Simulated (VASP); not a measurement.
Input of a VASP 6.6.1 run:

Contents of INCAR:

```
  PREC = Accurate
  ENCUT = 520
  EDIFF = 1E-7
  ISMEAR = -1
  SIGMA = 0.06122561905347299
  LREAL = F
  LASPH = T
  NELM = 80
  ALGO = Normal
  ISIF = 2
  LWAVE = F
  LCHARG = T
  GGA = PE
  LELF = T
  LVHAR = T
  NBANDS = 71
```

KPOINTS

```
Automatic mesh
0
Gamma
  10 10 10
```

Contents of POSCAR:

```
Sn2O5
1.0
    5.4254220002      0.0000000000      0.0000000000
    0.0000000000      5.4254220002      0.0000000000
    0.0000000000      0.0000000000      5.4254220002
Sn O
4 10
Direct
    0.0000000000      0.0000000000      0.0000000000
    0.5000000000      0.5000000000      0.0000000000
    0.5000000000      0.0000000000      0.5000000000
    0.0000000000      0.5000000000      0.5000000000
    0.5000000000      0.0000000000      0.0000000000
    0.0000000000      0.5000000000      0.0000000000
    0.0000000000      0.0000000000      0.5000000000
    0.5000000000      0.5000000000      0.5000000000
    0.7500000000      0.7500000000      0.2500000000
    0.7500000000      0.2500000000      0.7500000000
    0.2500000000      0.7500000000      0.7500000000
    0.7500000000      0.2500000000      0.2500000000
    0.2500000000      0.7500000000      0.2500000000
    0.2500000000      0.2500000000      0.7500000000
```

Potentials or basis: VASP PAW PBE potentials, release 64 (Sn_d, O).

Run with:

```sh
$ cat potpaw_PBE.64/Sn_d/POTCAR potpaw_PBE.64/O/POTCAR > POTCAR
$ mpirun -np 1 vasp_std > vasp.out
```

Question: Estimate the band gap on the k mesh.

Answer: Zero (bands 58 and 59 overlap by 0.25 eV).

Question: Estimate the pressure.

Answer: -5.0 GPa.

Caveat: the cell stands under tension; semilocal functionals underestimate gaps, and a narrow one can read as zero; spin-orbit coupling is left out, which moves the levels of the heavy elements.
